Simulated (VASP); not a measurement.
A run of VASP 6.6.1 is set up as follows.

POSCAR

```
CaO
1.0
    0.0000000000      2.3764309331      2.3764309331
    2.3764309331      0.0000000000      2.3764309331
    2.3764309331      2.3764309331      0.0000000000
Ca O
1 1
Direct
    0.0000000000      0.0000000000      0.0000000000
    0.5000000000      0.5000000000      0.5000000000
```

Contents of INCAR.step1:

```
PREC     = Accurate       # precision mode
ENCUT    = 520            # plane-wave cutoff, eV
EDIFF    = 1E-5           # SCF threshold, eV
ISMEAR   = -1             # smearing method
SIGMA    = 0.05           # smearing width, eV
LREAL    = F              # projectors in reciprocal space
LASPH    = T              # aspherical terms in the spheres
NELM     = 80             # most SCF steps
ALGO     = Normal         # electronic algorithm
ISIF     = 2              # what is computed and relaxed
LWAVE    = T              # write WAVECAR
LCHARG   = F              # write CHGCAR
NBANDS   = 15             # bands
GGA      = PE             # functional
```

File INCAR.step2:

```
PREC     = Accurate       # precision mode
ENCUT    = 520            # plane-wave cutoff, eV
EDIFF    = 1E-7           # SCF threshold, eV
ISMEAR   = -1             # smearing method
SIGMA    = 0.05           # smearing width, eV
LREAL    = F              # projectors in reciprocal space
LASPH    = T              # aspherical terms in the spheres
NELM     = 80             # most SCF steps
ALGO     = Normal         # electronic algorithm
ISIF     = 2              # what is computed and relaxed
LWAVE    = F              # write WAVECAR
LCHARG   = F              # write CHGCAR
GGA      = PS             # functional
LHFCALC  = T              # exact exchange
AEXX     = 0.25           # exact-exchange fraction
HFSCREEN = 0.207          # screening, 1/A
PRECFOCK = Normal       
NBANDS   = 15             # bands
ISTART   = 1
```

The input KPOINTS:

```
Automatic mesh
0
Gamma
  5 5 5
```

Potentials or basis: VASP PAW PBE potentials, release 64 (Ca_sv, O).

Run with:

```bash
$ cat potpaw_PBE.64/Ca_sv/POTCAR potpaw_PBE.64/O/POTCAR > POTCAR
$ cp INCAR.step1 INCAR
$ mpirun -np 1 vasp_std > vasp.out
$ cp INCAR.step2 INCAR
$ mpirun -np 1 vasp_std > vasp.out
```

Q: What does it give for the band gap on the k mesh?

A: 5.39 eV (least direct gap 5.81 eV).

Q: What does it give for the pressure?

A: 0.8 GPa.

Caveat: the k points lie up to 0.46 Å⁻¹ apart; the PAW data sets were made with another functional, which shifts forces and pressure a little; an odd mesh through Γ misses points on the zone boundary, where band edges can lie.
